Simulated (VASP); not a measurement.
**InSe: single point with PBE+D3(BJ)**

InSe, a slab with vacuum:

```
Se In
1.0
     4.02661    0.00000    0.00000
    -2.01331    3.48715    0.00000
     0.00000    0.00000   28.27071
Se In
4 4
Direct
  0.00000 0.00000 0.15918
  0.00000 0.00000 0.34967
  0.66667 0.33333 0.46675
  0.66667 0.33333 0.65724
  0.66667 0.33333 0.20500
  0.66667 0.33333 0.30385
  0.00000 0.00000 0.51257
  0.00000 0.00000 0.61142
```

| Quantity | Value |
| --- | --- |
| Program | VASP 6.6.1 |
| Task | single point |
| Functional | PBE |
| Dispersion | D3(BJ) |
| Potentials or basis | VASP PAW PBE potentials, release 64 (Se, In_d) |
| Cutoff | 520 eV |
| k mesh | 9 × 9 × 1 |
| Occupations | gaussian, width 0.05 eV |
| Spin | no spin polarisation |

- Largest force: 0.054 eV/Å
- Band gap on the k mesh: 1.17 eV, indirect (least direct gap 1.21 eV)
- Dispersion energy per atom: -0.253 eV

Forces in eV/Å, atoms in the order of the input:
```
Se   0.000  0.000 -0.012
Se   0.000  0.000  0.054
Se   0.000  0.000 -0.054
Se   0.000  0.000  0.012
In   0.000  0.000  0.014
In   0.000  0.000  0.027
In   0.000  0.000 -0.027
In   0.000  0.000 -0.014
```

Levels at points of the mesh, in eV from the valence-band top:
```tsv
k point	band 36	band 37	band 38	band 39	band 40	band 41
(0.00, 0.00, 0.00)	-0.62	-0.62	-0.04	1.17	1.73	2.58
```

Run time: 8.6 min on 1 thread of Intel(R) Xeon(R) Platinum 8259CL CPU @ 2.50GHz (Skylake/Cascade Lake) (shared host), peak memory 0.51 GiB.

Caveat: spin-orbit coupling is left out, which moves the levels of the heavy elements.
